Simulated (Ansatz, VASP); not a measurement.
# Sr3Zn: VASP beside Ansatz

```
Sr Zn
1.0
     5.32973    0.00000    0.00000
     0.00000    5.32973    0.00000
     0.00000    0.00000    5.32973
Sr Zn
3 1
Cartesian
  2.6649 0.0000 2.6649
  2.6649 2.6649 0.0000
  0.0000 2.6649 2.6649
  0.0000 0.0000 0.0000
```

Alike in both runs: task single point; functional PBE; k mesh 4 × 4 × 4; no spin polarisation.

```csv
,VASP,Ansatz
version,VASP 6.6.1,Ansatz 0.2.0
potentials or method,"VASP PAW PBE potentials, release 64 (Sr_sv, Zn), cutoff 520 eV","plane waves, PAW"
occupations,"methfessel-paxton of order 1, width 0.1 eV",methfessel-paxton of order 1
valence electrons in the cell,42,42
```

```tsv
	VASP	Ansatz	Ansatz less VASP
pressure (GPa)	1.4	1.4	-0.04
```
